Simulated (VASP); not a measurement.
# MoIr4 (P-6m2) in VASP: single point with PBE

Aim: the single point of MoIr4 with PBE.

All numbers are computed with VASP 6.6.1; they aren't measurements. Logs are shortened: lines on timing, memory, paths and dates and some standing lists are left out, and cuts for length are marked.

## (1) The cell of the first run

It takes space group P-6m2 (No. 187, hexagonal). Conventional cell: a = 3.476 Å, b = 3.476 Å, c = 7.100 Å, α = 90.00°, β = 90.00°, γ = 120.00°. Within 2.7 Å of Mo (site symmetry -6m2) lie 6 Ir at 2.01 Å. Within 2.7 Å of Ir (site symmetry -6m2) lie 3 Ir at 2.01 Å and 3 Mo at 2.01 Å. Ir (site symmetry 3m) has 2 Ir at 2.29 to 2.41 Å within 3.0 Å. Ir (site symmetry -6m2) has 5 Ir at 2.01 to 2.41 Å and 3 Mo at 2.01 Å within 2.7 Å.

## (2) Single point, PBE

File INCAR:

```
SYSTEM = MoIr4
ALGO = Normal
EDIFF = 1E-7
ENCUT = 520
GGA = PE
ISIF = 2
ISMEAR = 0
LASPH = .True.
LCHARG = .False.
LREAL = .False.
LWAVE = .False.
NBANDS = 33
NELM = 60
PREC = Accurate
SIGMA = 0.1
```

File KPOINTS:

```
k-points
0
Gamma
  6 6 4
  0 0 0
```

File POSCAR:

```
MoIr4
1.0
    3.4760557900      0.0000000000      0.0000000000
   -1.7380278900      3.0103526200      0.0000000000
    0.0000000000      0.0000000000      7.0995900300
Mo Ir
1 4
Direct
    0.6666666700      0.3333333300      0.5000000000
    0.3333333300      0.6666666700      0.5000000000
    0.0000000000      0.0000000000      0.1609877800
    0.0000000000      0.0000000000      0.8390122200
    0.0000000000      0.0000000000      0.5000000000
```

Potentials or basis: VASP PAW PBE potentials, release 64 (Mo_sv, Ir).

Run with:

```console
$ cat potpaw_PBE.64/Mo_sv/POTCAR potpaw_PBE.64/Ir/POTCAR > POTCAR
$ mpirun -np 1 vasp_std > vasp.out
```

OUTCAR:

```text
SYSTEM = MoIr4
   EDIFF = 1E-7
   ENCUT = 520
   GGA = PE
   ISIF = 2
   ISMEAR = 0
   LASPH = .True.
   LREAL = .False.
   NELM = 60
   PREC = Accurate

 ion  position               nearest neighbor table
   1  0.667  0.333  0.500-   5 2.01   2 2.01   2 2.01   5 2.01   5 2.01   2 2.01   4 3.13   3 3.13
                             4 3.13   3 3.13   4 3.13   3 3.13
   2  0.333  0.667  0.500-   5 2.01   1 2.01   1 2.01   5 2.01   5 2.01   1 2.01   4 3.13   3 3.13
                             3 3.13   4 3.13   3 3.13   4 3.13
   3  0.000  0.000  0.161-   4 2.29   5 2.41   1 3.13   2 3.13   2 3.13   1 3.13   1 3.13   2 3.13

   4  0.000  0.000  0.839-   3 2.29   5 2.41   1 3.13   2 3.13   2 3.13   1 3.13   1 3.13   2 3.13

   5  0.000  0.000  0.500-   1 2.01   2 2.01   2 2.01   1 2.01   1 2.01   2 2.01   3 2.41   4 2.41

  LATTYP: Found a hexagonal cell.
 ALAT       =     3.4760557900
 C/A-ratio  =     2.0424269514

  Lattice vectors:

 A1 = (   3.4760557900,   0.0000000000,   0.0000000000)
 A2 = (  -1.7380278900,   3.0103526200,   0.0000000000)
 A3 = (   0.0000000000,   0.0000000000,   7.0995900300)

Analysis of symmetry for initial positions (statically):
=====================================================================
 Subroutine PRICEL returns:
 Original cell was already a primitive cell.

 Routine SETGRP: Setting up the symmetry group for a
 hexagonal supercell.

 Subroutine GETGRP returns: Found 12 space group operations
 (whereof 12 operations were pure point group operations)
 out of a pool of 24 trial point group operations.

The static configuration has the point symmetry D_3h.

Analysis of symmetry for dynamics (positions and initial velocities):
=====================================================================
 Subroutine PRICEL returns:
 Original cell was already a primitive cell.

 Routine SETGRP: Setting up the symmetry group for a
 hexagonal supercell.

 Subroutine GETGRP returns: Found 12 space group operations
 (whereof 12 operations were pure point group operations)
 out of a pool of 24 trial point group operations.

The dynamic configuration has the point symmetry D_3h.

 Subroutine INISYM returns: Found 12 space group operations
 (whereof 12 operations are pure point group operations),
 and found     1 'primitive' translations

----------------------------------------------------------------------------------------

                                     Primitive cell

  volume of cell :      74.2912

  direct lattice vectors                    reciprocal lattice vectors
     3.476055790  0.000000000  0.000000000     0.287682379  0.166093499  0.000000000
    -1.738027890  3.010352620  0.000000000     0.000000000  0.332186998  0.000000000
     0.000000000  0.000000000  7.099590030     0.000000000  0.000000000  0.140853204

  length of vectors
     3.476055790  3.476055788  7.099590030     0.332186998  0.332186998  0.140853204

  position of ions in fractional coordinates (direct lattice)
     0.666666670  0.333333330  0.500000000
     0.333333330  0.666666670  0.500000000
     0.000000000  0.000000000  0.160987780
     0.000000000  0.000000000  0.839012220
     0.000000000  0.000000000  0.500000000

  ion indices of the primitive-cell ions
   primitive index   ion index
                 1           1
                 2           2
                 3           3
                 4           4
                 5           5

----------------------------------------------------------------------------------------

 KPOINTS: k-points

Automatic generation of k-mesh.
 Grid dimensions read from file:
 generate k-points for:    6    6    4

 Generating k-lattice:

  Cartesian coordinates                     Fractional coordinates (reciprocal lattice)
     0.047947063  0.027682250  0.000000000     0.166666667  0.000000000  0.000000000
     0.000000000  0.055364500  0.000000000     0.000000000  0.166666667  0.000000000
     0.000000000  0.000000000  0.035213301     0.000000000  0.000000000  0.250000000

  Length of vectors
     0.055364500  0.055364500  0.035213301

  Shift w.r.t. Gamma in fractional coordinates (k-lattice)
     0.000000000  0.000000000  0.000000000

 Subroutine IBZKPT returns following result:
 ===========================================

 Found     21 irreducible k-points:

 Following reciprocal coordinates:
            Coordinates               Weight
  0.000000  0.000000  0.000000      1.000000
  0.166667  0.000000  0.000000      6.000000
  0.333333  0.000000  0.000000      6.000000
  0.500000  0.000000  0.000000      3.000000
  0.166667  0.166667  0.000000      6.000000
  0.333333  0.166667  0.000000     12.000000
[... 13 lines left out ...]
  0.333333  0.166667  0.500000     12.000000
  0.333333  0.333333  0.500000      2.000000
   k-points           NKPTS =     21   k-points in BZ     NKDIM =     21   number of bands    NBANDS=     33
   number of dos      NEDOS =    301   number of ions     NIONS =      5
   total plane-waves  NPLWV =  42336
   dimension x,y,z NGX =    28 NGY =   28 NGZ =   54
   dimension x,y,z NGXF=    56 NGYF=   56 NGZF=  108
   ions per type =               1   4
   NGX,Y,Z   is equivalent  to a cutoff of  13.39, 13.39, 12.64 a.u.
   NGXF,Y,Z  is equivalent  to a cutoff of  26.78, 26.78, 25.29 a.u.
 SYSTEM =  MoIr4
   PREC   = accura    normal or accurate (medium, high low for compatibility)
   ISTART =      0    job   : 0-new  1-cont  2-samecut
   ICHARG =      2    charge: 1-file 2-atom 10-const
   ISPIN  =      1    spin polarized calculation?
   LNONCOLLINEAR =      F non collinear calculations
   LSORBIT =      F    spin-orbit coupling
   LASPH  =      T    aspherical Exc in radial PAW
   ENCUT  =  520.0 eV  38.22 Ry    6.18 a.u.   6.46  6.46 13.20*2*pi/ulx,y,z
   NELM   =     60;   NELMIN=  2; NELMDL= -5     # of ELM steps
   EDIFF  = 0.1E-06   stopping-criterion for ELM
   LREAL  =      F    real-space projection
   EDIFFG = 0.1E-05   stopping-criterion for IOM
   NSW    =      0    number of steps for IOM
   IBRION =     -1    ionic relax: 0-MD 1-quasi-New 2-CG
   NFREE  =      0    steps in history (QN), initial steepest desc. (CG)
   ISIF   =      2    stress and relaxation
   ISYM   =      2    0-nonsym 1-usesym 2-fastsym
   POTIM  = 0.5000    time-step for ionic-motion
   TEBEG  =    0.0;   TEEND  =   0.0 temperature during run
   PSTRESS=    0.0 pullay stress
   NELECT =      50.0000    total number of electrons
   NUPDOWN=      -1.0000    fix difference up-down
   EMIN   =  10.00;   EMAX   =-10.00  energy-range for DOS
   EFERMI =   0.00;   METHOD = LEGACY
   ISMEAR =     0;   SIGMA  =   0.10  broadening in eV -4-tet -1-fermi 0-gaus
   EFERMI_NEDOS =   21; number of points for ismear=-14 and -15
   IALGO  =     38    algorithm
   IMIX   =      4    mixing-type and parameters
     AMIX     =   0.40;   BMIX     =  1.00
     AMIX_MAG =   1.60;   BMIX_MAG =  1.00
  volume/ion in A,a.u.               =      14.86       100.27
  Fermi-wavevector in a.u.,A,eV,Ry     =   1.434671  2.711135 28.004618  2.058281
  Thomas-Fermi vector in A             =   2.554054
   LORBIT       =      0    0 simple, 1 ext, 2 COOP (PROOUT), +10 PAW based schemes
   GGA     = PE    functional components
   LHFCALC =     F    Hartree Fock is set to
   AEXX    =    0.0000 exact exchange contribution
   IVDW    =     0    specifies the selected vdW correction
   LEPSILON=     F    determine dielectric tensor
   LRPA    =     F    only Hartree local field effects (RPA)
 non-spin polarized calculation
 Gauss-broadening in eV      SIGMA  =   0.10
  energy-cutoff  :      520.00
  volume of cell :       74.29
 maximum number of plane-waves:      2031
 NGX is ok and might be reduce to    28
   NGX = 13   NGY = 13   NGZ = 27

 number of electron      49.9999999 magnetization

 Free energy of the ion-electron system (eV)
  ---------------------------------------------------
  ext. energy  EPLUGINS =         0.00000000
  ---------------------------------------------------
  free energy    TOTEN  =        -0.45549433 eV

  energy without entropy =       -0.40784243  energy(sigma->0) =       -0.43166838

 E-fermi :  10.2361     XC(G=0): -12.9774

 val. band max:       10.2205842597   @ k =   0.3333   0.0000   0.2500
 cond. band min:      10.2420972325   @ k =   0.5000   0.0000   0.5000
 fundamental gap:      0.0215129729
 Fermi energy:        10.2360959875

 k-point     1 :       0.0000    0.0000    0.0000
  band No.  band energies     occupation
      1     -52.7343      2.00000
      2     -28.0732      2.00000
      3     -28.0732      2.00000
      4     -26.0499      2.00000
      5      -1.5547      2.00000
      6       0.0732      2.00000
[... 25 lines left out ...]
     32      14.7843      0.00000
     33      18.9742      0.00000

 k-point     2 :       0.1667    0.0000    0.0000
  band No.  band energies     occupation
      1     -52.6389      2.00000
      2     -28.2282      2.00000
      3     -27.9893      2.00000
      4     -26.0852      2.00000
      5      -0.6438      2.00000
      6      -0.5691      2.00000
[... 25 lines left out ...]
     32      14.3634      0.00000
     33      18.9325      0.00000

 k-point     3 :       0.3333    0.0000    0.0000
  band No.  band energies     occupation
      1     -52.4698      2.00000
      2     -28.3215      2.00000
      3     -27.8174      2.00000
      4     -26.1579      2.00000
      5      -3.6234      2.00000
      6      -1.7110      2.00000
[... 25 lines left out ...]
     32      15.0384      0.00000
     33      16.0822      0.00000

 k-point     4 :       0.5000    0.0000    0.0000
  band No.  band energies     occupation
      1     -52.3968      2.00000
      2     -28.2557      2.00000
      3     -27.7293      2.00000
      4     -26.1952      2.00000
      5      -5.5322      2.00000
      6      -2.0852      2.00000
[... 25 lines left out ...]
     32      14.0913      0.00000
     33      15.1053      0.00000

 k-point     5 :       0.1667    0.1667    0.0000
  band No.  band energies     occupation
      1     -52.5117      2.00000
      2     -28.3166      2.00000
      3     -27.8466      2.00000
      4     -26.1399      2.00000
      5      -1.4412      2.00000
      6      -1.1610      2.00000
[... 496 lines left out ...]
 k-point    19 :       0.1667    0.1667    0.5000
  band No.  band energies     occupation
      1     -52.5117      2.00000
      2     -28.3166      2.00000
      3     -27.8466      2.00000
      4     -26.1399      2.00000
      5      -1.4406      2.00000
      6      -1.1603      2.00000
[... 25 lines left out ...]
     32      14.8221      0.00000
     33      16.8448      0.00000

 k-point    20 :       0.3333    0.1667    0.5000
  band No.  band energies     occupation
      1     -52.4069      2.00000
      2     -28.1630      2.00000
      3     -27.7303      2.00000
      4     -26.1969      2.00000
      5      -4.6801      2.00000
      6      -2.3814      2.00000
[... 25 lines left out ...]
     32      15.9310      0.00000
     33      16.4912      0.00000

 k-point    21 :       0.3333    0.3333    0.5000
  band No.  band energies     occupation
      1     -52.3861      2.00000
      2     -27.8356      2.00000
      3     -27.8333      2.00000
      4     -26.2179      2.00000
      5      -4.1529      2.00000
      6      -4.1020      2.00000
[... 25 lines left out ...]
     32      14.3353      0.00000
     33      14.7969      0.00000

------------------------ aborting loop because EDIFF is reached ----------------------------------------

  FORCE on cell =-STRESS in cart. coord.  units (eV):
  Direction    XX          YY          ZZ          XY          YZ          ZX
  --------------------------------------------------------------------------------------
  -------------------------------------------------------------------------------------
  Total      172.6592134    172.6592135     25.7617233      0.0000003      0.0000000     -0.0000000
  in kB     3723.5994846   3723.5994868    555.5819331      0.0000062      0.0000000     -0.0000000
  external PRESSURE =    2667.5936348 kB  Pullay stress =       0.0000000 kB

 VOLUME and BASIS-vectors are now :
 -----------------------------------------------------------------------------
  energy-cutoff  :      520.00
  volume of cell :       74.29
      direct lattice vectors                 reciprocal lattice vectors
     3.476055790  0.000000000  0.000000000     0.287682379  0.166093499  0.000000000
    -1.738027890  3.010352620  0.000000000     0.000000000  0.332186998  0.000000000
     0.000000000  0.000000000  7.099590030     0.000000000  0.000000000  0.140853204

 POSITION                                       TOTAL-FORCE (eV/Angst)
 -----------------------------------------------------------------------------------
      1.73803      1.00345      3.54980         0.000000     -0.000000      0.000000
     -0.00000      2.00690      3.54980         0.000000      0.000000      0.000000
      0.00000      0.00000      1.14295        -0.000000      0.000000     -1.549986
      0.00000      0.00000      5.95664        -0.000000      0.000000      1.549986
      0.00000      0.00000      3.54980        -0.000000      0.000000      0.000000
 -----------------------------------------------------------------------------------
    total drift:                               -0.000028      0.000016      0.000000

  FREE ENERGIE OF THE ION-ELECTRON SYSTEM (eV)
  ---------------------------------------------------
  free  energy   TOTEN  =        -0.4554943340 eV

  energy  without entropy=       -0.4078424333  energy(sigma->0) =       -0.43166838
```

Run time: 79 s. Hardware: 1 thread of Intel Xeon Platinum 8488C (Sapphire Rapids), shared host; peak memory 0.21 GiB.

What came out:

* Free energy: -0.4555 eV
* Pressure: 266.8 GPa
* Largest force: 1.550 eV/Å
* Band gap on the k mesh: zero (band 25 reaches 11.31 eV, above the bottom of band 26 at 9.08 eV)

Forces on the atoms (eV/Å):
```
Mo   0.000  0.000  0.000
Ir   0.000  0.000  0.000
Ir   0.000  0.000 -1.550
Ir   0.000  0.000  1.550
Ir   0.000  0.000  0.000
```

Caveat: spin-orbit coupling is left out, which moves the levels of the heavy elements; forces of over 1 eV/Å act on the atoms, so gaps and moduli don't describe the material at rest.
